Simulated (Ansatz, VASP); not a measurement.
One calculation of Y, two programs

```
Y
1.0
     3.71894    0.00000    0.00000
    -1.85947    3.22069    0.00000
     0.00000    0.00000    5.84299
Y
2
Direct
  0.66667 0.33333 0.75000
  0.33333 0.66667 0.25000
```

Change from the starting cell: volume scaled by 1.06.

Alike in both runs: task single point; functional LDA; k mesh 8 × 8 × 5; occupations fermi-dirac, width 0.05 eV; no spin polarisation.

|  | VASP | Ansatz |
| --- | --- | --- |
| version | VASP 6.6.1 | Ansatz 0.2.0 |
| potentials or method | VASP PAW LDA potentials, release 64 (Y_sv), cutoff 520 eV | all-electron LAPW, scalar-relativistic |

```csv
,VASP,Ansatz,Ansatz less VASP
gap on the k mesh at the Fermi level (eV),none,none,-
pressure (GPa),-5.6,-5.5,+0.07
"traceless stress, the component that is largest in VASP (GPa)",-0.35,-0.35,0.000
```

LDA's correlation is that of Perdew and Zunger in VASP and of Perdew and Wang (1992) in Ansatz. A gap of «none» marks a metal or a gap that the smearing closes. Ansatz ran all-electron here, and VASP with PAW potentials.
